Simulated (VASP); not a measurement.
# Rb (I4/mmm) in VASP: single point with PBEsol

Aim: the single point of Rb with PBEsol.

All numbers are computed with VASP 6.6.1; they aren't measurements. Logs are shortened: lines on timing, memory, paths and dates and some standing lists are left out, and cuts for length are marked.

### 1 The cell of the first run

Symmetry: I4/mmm, No. 139, tetragonal system. The conventional cell has a = 5.909 Å, b = 5.909 Å, c = 5.462 Å, α = 90.00°, β = 90.00°, γ = 90.00°.

### 2 Single point, PBEsol

Input file INCAR:

```
PREC     = Accurate       # precision mode
ENCUT    = 520            # plane-wave cutoff, eV
EDIFF    = 1E-7           # SCF threshold, eV
ISMEAR   = 1              # smearing method
SIGMA    = 0.05           # smearing width, eV
LREAL    = F              # projectors in reciprocal space
LASPH    = T              # aspherical terms in the spheres
NELM     = 80             # most SCF steps
ALGO     = Normal         # electronic algorithm
ISIF     = 2              # what is computed and relaxed
LWAVE    = F              # write WAVECAR
LCHARG   = T              # write CHGCAR
GGA      = PS             # functional
LELF     = T              # ELF
LVHAR    = T            
NBANDS   = 10             # bands
```

Input file KPOINTS:

```
regular mesh
0
Gamma
  6 6 6
```

Input file POSCAR:

```
Rb
1.0
   -2.9545100000      2.9545100000      2.7308500000
    2.9545100000     -2.9545100000      2.7308500000
    2.9545100000      2.9545100000     -2.7308500000
Rb
1
Direct
    0.0000000000      0.0000000000      0.0000000000
```

Potentials or basis: VASP PAW PBE potentials, release 64 (Rb_sv).

Started as:

```
> cat potpaw_PBE.64/Rb_sv/POTCAR > POTCAR
> mpirun -np 1 vasp_std > vasp.out
```

OUTCAR:

```text
PREC = Accurate
   ENCUT = 520
   EDIFF = 1E-7
   ISMEAR = 1
   LREAL = F
   LASPH = T
   NELM = 80
   ISIF = 2
   GGA = PS

 ion  position               nearest neighbor table
   1  0.000  0.000  0.000-

  LATTYP: Found a body centered tetragonal cell.
 ALAT       =     5.9090200000
 C/A-ratio  =     0.9242987839

  Lattice vectors:

 A1 = (  -2.9545100000,   2.9545100000,   2.7308500000)
 A2 = (   2.9545100000,  -2.9545100000,   2.7308500000)
 A3 = (   2.9545100000,   2.9545100000,  -2.7308500000)

Analysis of symmetry for initial positions (statically):
=====================================================================
 Subroutine PRICEL returns:
 Original cell was already a primitive cell.

 Routine SETGRP: Setting up the symmetry group for a
 body centered tetragonal supercell.

 Subroutine GETGRP returns: Found 16 space group operations
 (whereof 16 operations were pure point group operations)
 out of a pool of 16 trial point group operations.

The static configuration has the point symmetry D_4h.

Analysis of symmetry for dynamics (positions and initial velocities):
=====================================================================
 Subroutine PRICEL returns:
 Original cell was already a primitive cell.

 Routine SETGRP: Setting up the symmetry group for a
 body centered tetragonal supercell.

 Subroutine GETGRP returns: Found 16 space group operations
 (whereof 16 operations were pure point group operations)
 out of a pool of 16 trial point group operations.

The dynamic configuration has the point symmetry D_4h.

 Subroutine INISYM returns: Found 16 space group operations
 (whereof 16 operations are pure point group operations),
 and found     1 'primitive' translations

----------------------------------------------------------------------------------------

                                     Primitive cell

  volume of cell :      95.3518

  direct lattice vectors                    reciprocal lattice vectors
    -2.954510000  2.954510000  2.730850000     0.000000000  0.169232800  0.183093176
     2.954510000 -2.954510000  2.730850000     0.169232800  0.000000000  0.183093176
     2.954510000  2.954510000 -2.730850000     0.169232800  0.169232800  0.000000000

  length of vectors
     4.991572939  4.991572939  4.991572939     0.249324792  0.249324792  0.239331321

  position of ions in fractional coordinates (direct lattice)
[... 82 lines left out ...]
   NFREE  =      0    steps in history (QN), initial steepest desc. (CG)
   ISIF   =      2    stress and relaxation
   ISYM   =      2    0-nonsym 1-usesym 2-fastsym
   POTIM  = 0.5000    time-step for ionic-motion
   TEBEG  =    0.0;   TEEND  =   0.0 temperature during run
   PSTRESS=    0.0 pullay stress
   NELECT =       9.0000    total number of electrons
   NUPDOWN=      -1.0000    fix difference up-down
   EMIN   =  10.00;   EMAX   =-10.00  energy-range for DOS
   EFERMI =   0.00;   METHOD = LEGACY
   ISMEAR =     1;   SIGMA  =   0.05  broadening in eV -4-tet -1-fermi 0-gaus
   EFERMI_NEDOS =   21; number of points for ismear=-14 and -15
   IALGO  =     38    algorithm
   IMIX   =      4    mixing-type and parameters
     AMIX     =   0.40;   BMIX     =  1.00
     AMIX_MAG =   1.60;   BMIX_MAG =  1.00
  volume/ion in A,a.u.               =      95.35       643.47
  Fermi-wavevector in a.u.,A,eV,Ry     =   0.745383  1.408569  7.559338  0.555596
  Thomas-Fermi vector in A             =   1.840957
   LORBIT       =      0    0 simple, 1 ext, 2 COOP (PROOUT), +10 PAW based schemes
   GGA     = PS    functional components
   LHFCALC =     F    Hartree Fock is set to
   AEXX    =    0.0000 exact exchange contribution
   IVDW    =     0    specifies the selected vdW correction
   LEPSILON=     F    determine dielectric tensor
   LRPA    =     F    only Hartree local field effects (RPA)
 non-spin polarized calculation
 Methfessel and Paxton  Order N= 1 SIGMA  =   0.05
  energy-cutoff  :      520.00
  volume of cell :       95.35
 maximum number of plane-waves:      2602
 NGX is ok and might be reduce to    40
   NGX = 19   NGY = 19   NGZ = 19

 number of electron       9.0000000 magnetization

 Free energy of the ion-electron system (eV)
  ---------------------------------------------------
  ext. energy  EPLUGINS =         0.00000000
  ---------------------------------------------------
  free energy    TOTEN  =        -1.00238009 eV

  energy without entropy =       -1.00200320  energy(sigma->0) =       -1.00225446

 E-fermi :  -0.1469     XC(G=0):  -5.4057

 val. band max:       -0.1966748046   @ k =   0.5000   0.3333   0.0000
 cond. band min:      -0.1342589454   @ k =   0.5000   0.1667   0.0000
 fundamental gap:      0.0624158592
 Fermi energy:        -0.1469025272

 k-point     1 :       0.0000    0.0000    0.0000
  band No.  band energies     occupation
      1     -29.0356      2.00000
      2     -13.0875      2.00000
      3     -13.0875      2.00000
      4     -13.0849      2.00000
      5      -2.0641      2.00000
      6       3.2339      0.00000
      7       3.6404      0.00000
      8       3.6404      0.00000
      9       4.1210      0.00000
     10       4.6733      0.00000
[... 287 lines left out ...]
 k-point    24 :      -0.1667   -0.3333    0.1667
  band No.  band energies     occupation
      1     -29.0323      2.00000
      2     -13.1463      2.00000
      3     -13.1167      2.00000
      4     -13.1050      2.00000
      5      -0.4953      2.00000
      6       1.7456      0.00000
      7       2.5644      0.00000
      8       3.0501      0.00000
      9       4.4482      0.00000
     10       4.6642      0.00000

 [... further k-points ...]

------------------------ aborting loop because EDIFF is reached ----------------------------------------

  FORCE on cell =-STRESS in cart. coord.  units (eV):
  Direction    XX          YY          ZZ          XY          YZ          ZX
  --------------------------------------------------------------------------------------
  -------------------------------------------------------------------------------------
  Total       -0.1057063     -0.1057063     -0.1871013      0.0000000      0.0000000      0.0000000
  in kB       -1.7761624     -1.7761624     -3.1438260      0.0000000      0.0000000      0.0000000
  external PRESSURE =      -2.2320503 kB  Pullay stress =       0.0000000 kB

 VOLUME and BASIS-vectors are now :
 -----------------------------------------------------------------------------
  energy-cutoff  :      520.00
  volume of cell :       95.35
      direct lattice vectors                 reciprocal lattice vectors
    -2.954510000  2.954510000  2.730850000     0.000000000  0.169232800  0.183093176
     2.954510000 -2.954510000  2.730850000     0.169232800  0.000000000  0.183093176
     2.954510000  2.954510000 -2.730850000     0.169232800  0.169232800  0.000000000

 POSITION                                       TOTAL-FORCE (eV/Angst)
 -----------------------------------------------------------------------------------
      0.00000      0.00000      0.00000         0.000000      0.000000      0.000000
 -----------------------------------------------------------------------------------
    total drift:                                0.000000      0.000000     -0.000000

  FREE ENERGIE OF THE ION-ELECTRON SYSTEM (eV)
  ---------------------------------------------------
  free  energy   TOTEN  =        -1.0023800911 eV

  energy  without entropy=       -1.0020032040  energy(sigma->0) =       -1.00225446
```

OSZICAR:

```text
N       E                     dE             d eps       ncg     rms          rms(c)
DAV:   1     0.456910011797E+02    0.45691E+02   -0.32076E+03   600   0.653E+02
DAV:   2     0.198393513363E+01   -0.43707E+02   -0.42849E+02   690   0.128E+02
DAV:   3    -0.842218872293E+00   -0.28262E+01   -0.28156E+01   734   0.343E+01
DAV:   4    -0.100037702511E+01   -0.15816E+00   -0.15728E+00   902   0.665E+00
DAV:   5    -0.100175239158E+01   -0.13754E-02   -0.13753E-02   756   0.691E-01    0.104E+00
DAV:   6    -0.100177639032E+01   -0.23999E-04   -0.21971E-03   898   0.266E-01    0.623E-01
DAV:   7    -0.100227535900E+01   -0.49897E-03   -0.33190E-03   812   0.333E-01    0.493E-02
DAV:   8    -0.100236872937E+01   -0.93370E-04   -0.10914E-04   706   0.857E-02    0.207E-02
DAV:   9    -0.100238038796E+01   -0.11659E-04   -0.15727E-05   838   0.304E-02    0.607E-03
DAV:  10    -0.100238006699E+01    0.32097E-06   -0.32708E-06   822   0.101E-02    0.105E-03
DAV:  11    -0.100238009114E+01   -0.24153E-07   -0.13983E-07   636   0.226E-03
   1 F= -.10023801E+01 E0= -.10022545E+01  d E =-.376887E-03
```

stdout:

```text
POSCAR found type information on POSCAR Rb
 POSCAR found :  1 types and       1 ions
 scaLAPACK will be used
 -----------------------------------------------------------------------------
|                                                                             |
|                                                                             |
|     You enforced a specific xc type in the INCAR file but a different       |
|     I HOPE YOU KNOW WHAT YOU ARE DOING!                                     |
|                                                                             |
 -----------------------------------------------------------------------------

 LDA part: xc-table for (Slater+PW92), standard interpolation
 POSCAR, INCAR and KPOINTS ok, starting setup
 FFT: planning ... GRIDC
 FFT: planning ... GRID_SOFT
 FFT: planning ... GRID
 WAVECAR not read
 entering main loop
```

Run time: 25 s. Hardware: 1 thread of Intel Xeon Platinum 8259CL at 2.50GHz (Skylake/Cascade Lake), shared host; peak memory 0.24 GiB.

Results:

```
Free energy            : -1.0024 eV
Pressure               : -0.2 GPa
Band gap on the k mesh : zero (an odd number of electrons rules out a gap without spin polarisation)
```

Levels at points of the mesh, in eV from the Fermi level:
| k point | band 1 | band 2 | band 3 | band 4 | band 5 | band 6 | band 7 | band 8 |
| --- | --- | --- | --- | --- | --- | --- | --- | --- |
| (0.00, 0.00, 0.00) | -28.89 | -12.94 | -12.94 | -12.94 | -1.92 | 3.38 | 3.79 | 3.79 |
| (0.50, 0.00, 0.00) | -28.89 | -13.02 | -12.97 | -12.94 | 0.30 | 0.81 | 2.45 | 4.20 |
| (0.50, 0.50, 0.00) | -28.89 | -13.02 | -12.96 | -12.94 | 0.14 | 0.63 | 2.87 | 3.99 |
| (0.50, 0.50, 0.50) | -28.88 | -13.00 | -13.00 | -12.99 | 1.19 | 1.37 | 2.87 | 2.87 |

Caveat: the PAW data sets were made with another functional, which shifts forces and pressure a little.
